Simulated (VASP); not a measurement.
**Mo: relaxation of cell and atoms with PBEsol**

The system is Mo.

```
CELL_PARAMETERS angstrom
-1.56455 1.56455 1.56455
1.56455 -1.56455 1.56455
1.56455 1.56455 -1.56455
ATOMIC_POSITIONS crystal
Mo 0.00000 0.00000 0.00000
```

```json
{
  "Program": "VASP 6.6.1",
  "Task": "relaxation of cell and atoms",
  "Functional": "PBEsol",
  "Potentials or basis": "VASP PAW PBE potentials, release 64 (Mo_sv)",
  "Cutoff": "600 eV",
  "k mesh": "16 × 16 × 16",
  "Occupations": "fermi-dirac, width 0.15 eV",
  "Spin": "no spin polarisation",
  "Dipole correction": "no",
  "Further INCAR settings": "ALGO = Normal; EDIFF = 1e-06; IBRION = 2; EDIFFG = -0.001; NSW = 80; ISIF = 3"
}
```

- Relaxed volume: 15.35 Å³/atom
- Relaxed cell: a = 2.712 Å, b = 2.712 Å, c = 2.712 Å, α = 109.47°, β = 109.47°, γ = 109.47°
- Space group after relaxing (to 0.05 Å): Im-3m (No. 229)
- Energy gained by relaxing: 0.1 meV/atom
- Ionic steps: 3
- Pressure after relaxing: 0.0 GPa
- Band gap on the k mesh: zero (band 7 reaches 16.88 eV, above the bottom of band 8 at 11.36 eV)

Final structure:
```yaml
crystal:
  lattice:
    - [-1.56567, 1.56567, 1.56567]
    - [1.56567, -1.56567, 1.56567]
    - [1.56567, 1.56567, -1.56567]
  atoms:
    - { symbol: Mo, position: [0.00000, 0.00000, 0.00000] }
```

Levels at points of the mesh, in eV from the Fermi level:
```tsv
k point	band 3	band 4	band 5	band 6	band 7	band 8	band 9	band 10	band 11
(0.00, 0.00, 0.00)	-34.41	-34.41	-7.32	-1.38	-1.38	-1.38	1.70	1.70	14.85
(0.50, 0.00, 0.00)	-34.89	-34.43	-5.44	-3.48	1.70	1.75	2.39	4.93	11.94
(0.50, 0.50, 0.50)	-35.44	-35.44	-5.59	-5.59	4.14	4.14	4.14	9.18	9.18
```

Wall time 59 s on 1 thread of Intel(R) Xeon(R) Platinum 8259CL CPU @ 2.50GHz (Skylake/Cascade Lake) (shared host), peak memory 0.16 GiB.

Caveat: the PAW data sets were made with another functional, which shifts forces and pressure a little.
